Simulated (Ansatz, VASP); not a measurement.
# One calculation of AlN, two programs

INCAR

```
SYSTEM = AlN
ALGO = Normal ; EDIFF = 1E-6
ENCUT = 520 ; ISIF = 2
ISMEAR = 0 ; LASPH = .TRUE.
LCHARG = .TRUE. ; LELF = .TRUE.
LREAL = .FALSE. ; LVHAR = .TRUE.
LWAVE = .FALSE. ; NBANDS = 11
NELM = 80 ; PREC = Accurate
SIGMA = 0.05
```

Contents of KPOINTS:

```
k-points
0
G
  10 10 10
  0 0 0
```

The input POSCAR:

```
AlN
1.0
    0.0000000000      1.9327921000      2.0853809500
    1.9327921000      0.0000000000      2.0853809500
    1.9327921000      1.9327921000      0.0000000000
Al N
1 1
Direct
    0.5000000000      0.5000000000      0.5000000000
    0.0000000000      0.0000000000      0.0000000000
```

Input for Ansatz:

```yaml
crystal:
  lattice:
    - [0.0, 1.9327921, 2.08538095]
    - [1.9327921, 0.0, 2.08538095]
    - [1.9327921, 1.9327921, 0.0]
  atoms:
    - { symbol: Al, position: [0.5, 0.5, 0.5] }
    - { symbol: "N", position: [0.0, 0.0, 0.0] }
basis:
  ecutwfc: 420
kpoints:
  mp_grid: { grid: [10, 10, 10] }
hamiltonian:
  xc: lda
scf:
  occupations: { method: gaussian, width: 0.05 }
output:
  forces: true
  stress: true
  eigenvalues: true
```

Change from the starting cell: strain -0.050 along x and y, +0.025 along z, atoms carried along.

Alike in both runs: task single point; functional LDA; k mesh 10 × 10 × 10; occupations gaussian, width 0.05 eV; no spin polarisation.

|  | VASP | Ansatz |
| --- | --- | --- |
| version | VASP 6.6.1 | Ansatz 0.2.0 |
| potentials or method | VASP PAW LDA potentials, release 64 (Al, N), cutoff 520 eV | scalar-relativistic, plane waves, PAW |
| valence electrons in the cell | 8 | 8 |

VASP gave:

* gap on the k mesh at the Fermi level (eV): 4.55
* least direct gap on the mesh (eV): 6.21
* pressure (GPa): 14.3
* traceless stress, the component that is largest in VASP (GPa): -17.87

**Question.** Estimate Ansatz's values.

**Answer.** gap on the k mesh at the Fermi level (eV): 4.57; least direct gap on the mesh (eV): 6.19; pressure (GPa): 13.4; traceless stress, the component that is largest in VASP (GPa): -17.37.

LDA's correlation is that of Perdew and Zunger in VASP and of Perdew and Wang (1992) in Ansatz.
